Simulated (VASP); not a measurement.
# CdF2 (Fm-3m) in VASP: notebook

CdF2 is run at these levels: PBEsol; tasks: single point.

Everything below comes from runs of VASP 6.6.1. Logs are shortened: lines on timing, memory, paths and dates and some standing lists are left out, and cuts for length are marked.

## 1. The cell of the first run

It takes space group Fm-3m (No. 225, cubic). Conventional cell: a = 5.388 Å, b = 5.388 Å, c = 5.388 Å, α = 90.00°, β = 90.00°, γ = 90.00°. Within 3.1 Å of Cd (site symmetry m-3m) lie 8 F at 2.33 Å. Within 3.1 Å of F (site symmetry -43m) lie 4 Cd at 2.33 Å and 6 F at 2.69 Å.

## 2. Single point, PBEsol

The input, INCAR:

```
PREC = Accurate ; ENCUT = 520
EDIFF = 1E-6 ; ISMEAR = 0
SIGMA = 0.05 ; LREAL = F
LASPH = T ; NELM = 100
ALGO = Normal ; ISIF = 2
LWAVE = F ; LCHARG = F
GGA = PS ; NBANDS = 20
```

The input, KPOINTS:

```
regular mesh
0
Gamma
  12 12 12
```

The input, POSCAR:

```
CdF2
1.0
    0.0000000000      2.6939990179      2.6939990179
    2.6939990179      0.0000000000      2.6939990179
    2.6939990179      2.6939990179      0.0000000000
Cd F
1 2
Direct
    0.0000000000      0.0000000000      0.0000000000
    0.2500000000      0.2500000000      0.2500000000
    0.7500000000      0.7500000000      0.7500000000
```

Potentials or basis: VASP PAW PBE potentials, release 64 (Cd, F).

Launch:

```bash
> cat potpaw_PBE.64/Cd/POTCAR potpaw_PBE.64/F/POTCAR > POTCAR
> mpirun -np 1 vasp_std > vasp.out
```

OUTCAR:

```text
PREC = Accurate
   ENCUT = 520
   EDIFF = 1E-6
   ISMEAR = 0
   LREAL = F
   LASPH = T
   NELM = 100
   ISIF = 2
   GGA = PS

 ion  position               nearest neighbor table
   1  0.000  0.000  0.000-   2 2.33   3 2.33   3 2.33   3 2.33   3 2.33   2 2.33   2 2.33   2 2.33

   2  0.250  0.250  0.250-   1 2.33   1 2.33   1 2.33   1 2.33
   3  0.750  0.750  0.750-   1 2.33   1 2.33   1 2.33   1 2.33

  LATTYP: Found a face centered cubic cell.
 ALAT       =     5.3879980358

  Lattice vectors:

 A1 = (   0.0000000000,   2.6939990179,   2.6939990179)
 A2 = (   2.6939990179,   0.0000000000,   2.6939990179)
 A3 = (   2.6939990179,   2.6939990179,   0.0000000000)

Analysis of symmetry for initial positions (statically):
=====================================================================
 Subroutine PRICEL returns:
 Original cell was already a primitive cell.

 Routine SETGRP: Setting up the symmetry group for a
 face centered cubic supercell.

 Subroutine GETGRP returns: Found 48 space group operations
 (whereof 48 operations were pure point group operations)
 out of a pool of 48 trial point group operations.

The static configuration has the point symmetry O_h .

Analysis of symmetry for dynamics (positions and initial velocities):
=====================================================================
 Subroutine PRICEL returns:
 Original cell was already a primitive cell.

 Routine SETGRP: Setting up the symmetry group for a
 face centered cubic supercell.

 Subroutine GETGRP returns: Found 48 space group operations
 (whereof 48 operations were pure point group operations)
 out of a pool of 48 trial point group operations.

The dynamic configuration has the point symmetry O_h .

 Subroutine INISYM returns: Found 48 space group operations
 (whereof 48 operations are pure point group operations),
 and found     1 'primitive' translations

----------------------------------------------------------------------------------------

                                     Primitive cell

  volume of cell :      39.1041

  direct lattice vectors                    reciprocal lattice vectors
     0.000000000  2.693999018  2.693999018    -0.185597692  0.185597692  0.185597692
     2.693999018  0.000000000  2.693999018     0.185597692 -0.185597692  0.185597692
     2.693999018  2.693999018  0.000000000     0.185597692  0.185597692 -0.185597692

  length of vectors
     3.809889948  3.809889948  3.809889948     0.321464632  0.321464632  0.321464632

  position of ions in fractional coordinates (direct lattice)
     0.000000000  0.000000000  0.000000000
     0.250000000  0.250000000  0.250000000
     0.750000000  0.750000000  0.750000000

  ion indices of the primitive-cell ions
   primitive index   ion index
                 1           1
                 2           2
                 3           3

----------------------------------------------------------------------------------------

 KPOINTS: regular mesh

Automatic generation of k-mesh.
 Grid dimensions read from file:
 generate k-points for:   12   12   12

 Generating k-lattice:

  Cartesian coordinates                     Fractional coordinates (reciprocal lattice)
    -0.015466474  0.015466474  0.015466474     0.083333333  0.000000000  0.000000000
     0.015466474 -0.015466474  0.015466474     0.000000000  0.083333333  0.000000000
     0.015466474  0.015466474 -0.015466474     0.000000000  0.000000000  0.083333333

  Length of vectors
     0.026788719  0.026788719  0.026788719

  Shift w.r.t. Gamma in fractional coordinates (k-lattice)
     0.000000000  0.000000000  0.000000000

 Subroutine IBZKPT returns following result:
 ===========================================

 Found     72 irreducible k-points:

 Following reciprocal coordinates:
            Coordinates               Weight
  0.000000  0.000000  0.000000      1.000000
  0.083333  0.000000  0.000000      8.000000
  0.166667  0.000000  0.000000      8.000000
  0.250000  0.000000  0.000000      8.000000
  0.333333  0.000000  0.000000      8.000000
  0.416667  0.000000  0.000000      8.000000
[... 16 lines left out ...]
  0.500000  0.166667  0.000000     24.000000
 -0.416667  0.166667  0.000000     24.000000
 [... further k-points ...]
   k-points           NKPTS =     72   k-points in BZ     NKDIM =     72   number of bands    NBANDS=     20
   number of dos      NEDOS =    301   number of ions     NIONS =      3
   total plane-waves  NPLWV =  21952
   dimension x,y,z NGX =    28 NGY =   28 NGZ =   28
   dimension x,y,z NGXF=    56 NGYF=   56 NGZF=   56
   ions per type =               1   2
   NGX,Y,Z   is equivalent  to a cutoff of  12.22, 12.22, 12.22 a.u.
   NGXF,Y,Z  is equivalent  to a cutoff of  24.44, 24.44, 24.44 a.u.
 SYSTEM =  unknown system
   PREC   = accura    normal or accurate (medium, high low for compatibility)
   ISTART =      0    job   : 0-new  1-cont  2-samecut
   ICHARG =      2    charge: 1-file 2-atom 10-const
   ISPIN  =      1    spin polarized calculation?
   LNONCOLLINEAR =      F non collinear calculations
   LSORBIT =      F    spin-orbit coupling
   LASPH  =      T    aspherical Exc in radial PAW
   ENCUT  =  520.0 eV  38.22 Ry    6.18 a.u.   7.08  7.08  7.08*2*pi/ulx,y,z
   NELM   =    100;   NELMIN=  2; NELMDL= -5     # of ELM steps
   EDIFF  = 0.1E-05   stopping-criterion for ELM
   LREAL  =      F    real-space projection
   EDIFFG = 0.1E-04   stopping-criterion for IOM
   NSW    =      0    number of steps for IOM
   IBRION =     -1    ionic relax: 0-MD 1-quasi-New 2-CG
   NFREE  =      0    steps in history (QN), initial steepest desc. (CG)
   ISIF   =      2    stress and relaxation
   ISYM   =      2    0-nonsym 1-usesym 2-fastsym
   POTIM  = 0.5000    time-step for ionic-motion
   TEBEG  =    0.0;   TEEND  =   0.0 temperature during run
   PSTRESS=    0.0 pullay stress
   NELECT =      26.0000    total number of electrons
   NUPDOWN=      -1.0000    fix difference up-down
   EMIN   =  10.00;   EMAX   =-10.00  energy-range for DOS
   EFERMI =   0.00;   METHOD = LEGACY
   ISMEAR =     0;   SIGMA  =   0.05  broadening in eV -4-tet -1-fermi 0-gaus
   EFERMI_NEDOS =   21; number of points for ismear=-14 and -15
   IALGO  =     38    algorithm
   IMIX   =      4    mixing-type and parameters
     AMIX     =   0.40;   BMIX     =  1.00
     AMIX_MAG =   1.60;   BMIX_MAG =  1.00
  volume/ion in A,a.u.               =      13.03        87.96
  Fermi-wavevector in a.u.,A,eV,Ry     =   1.428867  2.700167 27.778488  2.041661
  Thomas-Fermi vector in A             =   2.548883
   LORBIT       =      0    0 simple, 1 ext, 2 COOP (PROOUT), +10 PAW based schemes
   GGA     = PS    functional components
   LHFCALC =     F    Hartree Fock is set to
   AEXX    =    0.0000 exact exchange contribution
   IVDW    =     0    specifies the selected vdW correction
   LEPSILON=     F    determine dielectric tensor
   LRPA    =     F    only Hartree local field effects (RPA)
 non-spin polarized calculation
 Gauss-broadening in eV      SIGMA  =   0.05
  energy-cutoff  :      520.00
  volume of cell :       39.10
 maximum number of plane-waves:      1067
   NGX = 15   NGY = 15   NGZ = 15

 number of electron      25.9999990 magnetization

 Free energy of the ion-electron system (eV)
  ---------------------------------------------------
  ext. energy  EPLUGINS =         0.00000000
  ---------------------------------------------------
  free energy    TOTEN  =       -11.59302978 eV

  energy without entropy =      -11.59302978  energy(sigma->0) =      -11.59302978

 E-fermi :  -1.2372     XC(G=0): -10.7080

 val. band max:       -1.4437286442   @ k =  -0.2500   0.5000   0.2500
 cond. band min:       1.4596966719   @ k =   0.0000   0.0000   0.0000
 fundamental gap:      2.9034253161
 Fermi energy:        -1.2371821126

 k-point     1 :       0.0000    0.0000    0.0000
  band No.  band energies     occupation
      1     -22.1606      2.00000
      2     -21.0249      2.00000
      3      -7.0716      2.00000
      4      -7.0716      2.00000
      5      -7.0716      2.00000
      6      -5.8197      2.00000
[... 12 lines left out ...]
     19      18.2283      0.00000
     20      18.2283      0.00000

 k-point     2 :       0.0833    0.0000    0.0000
  band No.  band energies     occupation
      1     -22.1373      2.00000
      2     -21.0448      2.00000
      3      -7.0440      2.00000
      4      -7.0440      2.00000
      5      -6.9954      2.00000
      6      -5.8290      2.00000
[... 12 lines left out ...]
     19      18.0340      0.00000
     20      18.0340      0.00000

 k-point     3 :       0.1667    0.0000    0.0000
  band No.  band energies     occupation
      1     -22.0716      2.00000
      2     -21.1036      2.00000
      3      -6.9692      2.00000
      4      -6.9692      2.00000
      5      -6.7772      2.00000
      6      -5.8482      2.00000
[... 12 lines left out ...]
     19      17.6115      0.00000
     20      17.6115      0.00000

 k-point     4 :       0.2500    0.0000    0.0000
  band No.  band energies     occupation
      1     -21.9711      2.00000
      2     -21.1933      2.00000
      3      -6.8718      2.00000
      4      -6.8718      2.00000
      5      -6.4479      2.00000
      6      -5.8545      2.00000
[... 12 lines left out ...]
     19      17.1778      0.00000
     20      17.8978      0.00000

 k-point     5 :       0.3333    0.0000    0.0000
  band No.  band energies     occupation
      1     -21.8470      2.00000
      2     -21.3050      2.00000
      3      -6.7863      2.00000
      4      -6.7863      2.00000
      5      -6.0614      2.00000
      6      -5.8269      2.00000
[... 12 lines left out ...]
     19      16.8344      0.00000
     20      17.6405      0.00000
[... 353 lines left out ...]
      6      -6.0995      2.00000
[... 12 lines left out ...]
     19      18.1560      0.00000
     20      19.9068      0.00000

 k-point    22 :       0.4167    0.1667    0.0000
  band No.  band energies     occupation
      1     -21.7662      2.00000
      2     -21.3665      2.00000
      3      -6.6613      2.00000
      4      -6.6400      2.00000
      5      -6.0517      2.00000
      6      -5.8662      2.00000
[... 12 lines left out ...]
     19      17.7986      0.00000
     20      19.8515      0.00000

 k-point    23 :       0.5000    0.1667    0.0000
  band No.  band energies     occupation
      1     -21.6490      2.00000
      2     -21.4749      2.00000
      3      -6.6487      2.00000
      4      -6.5922      2.00000
      5      -5.9261      2.00000
      6      -5.7591      2.00000
[... 12 lines left out ...]
     19      17.3746      0.00000
     20      19.7616      0.00000

 k-point    24 :      -0.4167    0.1667    0.0000
  band No.  band energies     occupation
      1     -21.6054      2.00000
      2     -21.5181      2.00000
      3      -6.6625      2.00000
      4      -6.5766      2.00000
      5      -5.8359      2.00000
      6      -5.8104      2.00000
[... 12 lines left out ...]
     19      16.9000      0.00000
     20      19.7241      0.00000

 [... further k-points ...]

------------------------ aborting loop because EDIFF is reached ----------------------------------------

  FORCE on cell =-STRESS in cart. coord.  units (eV):
  Direction    XX          YY          ZZ          XY          YZ          ZX
  --------------------------------------------------------------------------------------
  -------------------------------------------------------------------------------------
  Total        0.1301237      0.1301237      0.1301237      0.0000000      0.0000000      0.0000000
  in kB        5.3314413      5.3314413      5.3314413      0.0000000      0.0000000      0.0000000
  external PRESSURE =       5.3314413 kB  Pullay stress =       0.0000000 kB

 VOLUME and BASIS-vectors are now :
 -----------------------------------------------------------------------------
  energy-cutoff  :      520.00
  volume of cell :       39.10
      direct lattice vectors                 reciprocal lattice vectors
     0.000000000  2.693999018  2.693999018    -0.185597692  0.185597692  0.185597692
     2.693999018  0.000000000  2.693999018     0.185597692 -0.185597692  0.185597692
     2.693999018  2.693999018  0.000000000     0.185597692  0.185597692 -0.185597692

 POSITION                                       TOTAL-FORCE (eV/Angst)
 -----------------------------------------------------------------------------------
      0.00000      0.00000      0.00000         0.000000      0.000000      0.000000
      1.34700      1.34700      1.34700         0.000000      0.000000      0.000000
      4.04100      4.04100      4.04100        -0.000000     -0.000000     -0.000000
 -----------------------------------------------------------------------------------
    total drift:                                0.000000      0.000000      0.000000

  FREE ENERGIE OF THE ION-ELECTRON SYSTEM (eV)
  ---------------------------------------------------
  free  energy   TOTEN  =       -11.5930297792 eV

  energy  without entropy=      -11.5930297792  energy(sigma->0) =      -11.59302978
```

It took 32 s on 1 thread of Intel Xeon Platinum 8488C (Sapphire Rapids), shared host; peak memory 0.18 GiB.

What came out:

- Free energy: -11.5930 eV
- Pressure: 0.5 GPa
- Band gap on the k mesh: 2.90 eV (least direct gap 3.39 eV)

Levels at points of the mesh, in eV from the valence-band top:
```
           k point  band 10  band 11  band 12  band 13  band 14  band 15  band 16  band 17
(0.00, 0.00, 0.00)    -0.99    -0.49    -0.49    -0.49     2.90    12.50    12.50    12.50
(0.50, 0.00, 0.00)    -1.88    -1.88    -0.39    -0.39     7.06     8.97    14.31    14.31
(0.50, 0.50, 0.00)    -3.02    -0.51    -0.09    -0.09     7.88     9.46    11.69    14.11
```

Caveat: the PAW data sets were made with another functional, which shifts forces and pressure a little. PBEsol gaps usually lie below the measured ones, often by a third to a half.

## 3. Single point, PBEsol

The input, INCAR:

```
SYSTEM = CdF2
ALGO = Normal ; EDIFF = 1E-7
ENCUT = 520 ; GGA = PS
ISIF = 2 ; ISMEAR = 0
LASPH = .TRUE. ; LCHARG = .FALSE.
LREAL = .FALSE. ; LWAVE = .FALSE.
NBANDS = 20 ; NELM = 60
PREC = Accurate ; SIGMA = 0.05
```

The input, KPOINTS:

```
k-points
0
G
  12 12 12
  0 0 0
```

POSCAR is that of step 2.

Potentials or basis: VASP PAW PBE potentials, release 64 (Cd, F).

Launch:

```bash
> cat potpaw_PBE.64/Cd/POTCAR potpaw_PBE.64/F/POTCAR > POTCAR
> mpirun -np 1 vasp_std > vasp.out
```

OUTCAR:

```text
SYSTEM = CdF2
   EDIFF = 1E-7
   ENCUT = 520
   GGA = PS
   ISIF = 2
   ISMEAR = 0
   LASPH = .TRUE.
   LREAL = .FALSE.
   NELM = 60
   PREC = Accurate

 ion  position               nearest neighbor table
   1  0.000  0.000  0.000-   2 2.33   3 2.33   3 2.33   3 2.33   3 2.33   2 2.33   2 2.33   2 2.33

   2  0.250  0.250  0.250-   1 2.33   1 2.33   1 2.33   1 2.33
   3  0.750  0.750  0.750-   1 2.33   1 2.33   1 2.33   1 2.33

  LATTYP: Found a face centered cubic cell.
 ALAT       =     5.3879980358

  Lattice vectors:

 A1 = (   0.0000000000,   2.6939990179,   2.6939990179)
 A2 = (   2.6939990179,   0.0000000000,   2.6939990179)
 A3 = (   2.6939990179,   2.6939990179,   0.0000000000)

Analysis of symmetry for initial positions (statically):
=====================================================================
 Subroutine PRICEL returns:
 Original cell was already a primitive cell.

 Routine SETGRP: Setting up the symmetry group for a
 face centered cubic supercell.

[... 164 lines left out ...]
  free energy    TOTEN  =       -11.59302978 eV

  energy without entropy =      -11.59302978  energy(sigma->0) =      -11.59302978

 E-fermi :  -1.2372     XC(G=0): -10.7080

 val. band max:       -1.4437286441   @ k =  -0.2500   0.5000   0.2500
 cond. band min:       1.4596966719   @ k =   0.0000   0.0000   0.0000
 fundamental gap:      2.9034253161
 Fermi energy:        -1.2371821126

 k-point     1 :       0.0000    0.0000    0.0000
  band No.  band energies     occupation
      1     -22.1606      2.00000
      2     -21.0249      2.00000
      3      -7.0716      2.00000
      4      -7.0716      2.00000
      5      -7.0716      2.00000
      6      -5.8197      2.00000
[... 541 lines left out ...]
     19      16.9000      0.00000
     20      19.7241      0.00000

 [... further k-points ...]

------------------------ aborting loop because EDIFF is reached ----------------------------------------

  FORCE on cell =-STRESS in cart. coord.  units (eV):
  Direction    XX          YY          ZZ          XY          YZ          ZX
  --------------------------------------------------------------------------------------
  -------------------------------------------------------------------------------------
  Total        0.1303343      0.1303343      0.1303343      0.0000000      0.0000000      0.0000000
  in kB        5.3400714      5.3400714      5.3400714      0.0000000      0.0000000      0.0000000
  external PRESSURE =       5.3400714 kB  Pullay stress =       0.0000000 kB

 VOLUME and BASIS-vectors are now :
 -----------------------------------------------------------------------------
  energy-cutoff  :      520.00
  volume of cell :       39.10
      direct lattice vectors                 reciprocal lattice vectors
     0.000000000  2.693999018  2.693999018    -0.185597692  0.185597692  0.185597692
     2.693999018  0.000000000  2.693999018     0.185597692 -0.185597692  0.185597692
     2.693999018  2.693999018  0.000000000     0.185597692  0.185597692 -0.185597692

 POSITION                                       TOTAL-FORCE (eV/Angst)
 -----------------------------------------------------------------------------------
      0.00000      0.00000      0.00000        -0.000000      0.000000     -0.000000
      1.34700      1.34700      1.34700         0.000000      0.000000      0.000000
      4.04100      4.04100      4.04100        -0.000000     -0.000000     -0.000000
 -----------------------------------------------------------------------------------
    total drift:                                0.000000      0.000000      0.000000

  FREE ENERGIE OF THE ION-ELECTRON SYSTEM (eV)
  ---------------------------------------------------
  free  energy   TOTEN  =       -11.5930297796 eV

  energy  without entropy=      -11.5930297796  energy(sigma->0) =      -11.59302978
```

OSZICAR:

```text
N       E                     dE             d eps       ncg     rms          rms(c)
DAV:   1     0.190947849646E+03    0.19095E+03   -0.15572E+04  3024   0.132E+03
DAV:   2    -0.478080167548E+01   -0.19573E+03   -0.18865E+03  3132   0.340E+02
DAV:   3    -0.129862903130E+02   -0.82055E+01   -0.81826E+01  3292   0.753E+01
DAV:   4    -0.130223671761E+02   -0.36077E-01   -0.36075E-01  3152   0.512E+00
DAV:   5    -0.130224921731E+02   -0.12500E-03   -0.12500E-03  3268   0.274E-01    0.948E+00
DAV:   6    -0.115841310612E+02    0.14384E+01   -0.32015E+00  3692   0.354E+01    0.728E+00
DAV:   7    -0.116137129370E+02   -0.29582E-01   -0.75000E-01  3000   0.768E+00    0.426E+00
DAV:   8    -0.116025530011E+02    0.11160E-01   -0.14903E-01  2980   0.356E+00    0.715E-01
DAV:   9    -0.115923748927E+02    0.10178E-01   -0.34562E-02  3508   0.232E+00    0.951E-02
DAV:  10    -0.115928962688E+02   -0.52138E-03   -0.33387E-03  2988   0.564E-01    0.104E-01
DAV:  11    -0.115930021325E+02   -0.10586E-03   -0.11601E-04  3124   0.110E-01    0.442E-02
DAV:  12    -0.115930263961E+02   -0.24264E-04   -0.84336E-05  2976   0.763E-02    0.198E-02
DAV:  13    -0.115930297245E+02   -0.33284E-05   -0.84074E-06  3132   0.294E-02    0.734E-03
DAV:  14    -0.115930297796E+02   -0.55169E-07   -0.44877E-07  3144   0.910E-03
   1 F= -.11593030E+02 E0= -.11593030E+02  d E =-.407696E-11
```

Run time: 34 s. Hardware: 1 thread of Intel Xeon Platinum 8488C (Sapphire Rapids), shared host; peak memory 0.18 GiB.

Results:

```
Free energy            : -11.5930 eV
Pressure               : 0.5 GPa
Band gap on the k mesh : 2.90 eV (least direct gap 3.39 eV)
```

Levels at points of the mesh, in eV from the valence-band top:
```csv
k point,band 10,band 11,band 12,band 13,band 14,band 15,band 16,band 17
"(0.00, 0.00, 0.00)",-0.99,-0.49,-0.49,-0.49,2.90,12.50,12.50,12.50
"(0.50, 0.00, 0.00)",-1.88,-1.88,-0.39,-0.39,7.06,8.97,14.31,14.31
"(0.50, 0.50, 0.00)",-3.02,-0.51,-0.09,-0.09,7.88,9.46,11.69,14.11
```

Caveat: the PAW data sets were made with another functional, which shifts forces and pressure a little. A k mesh can miss the band edges.
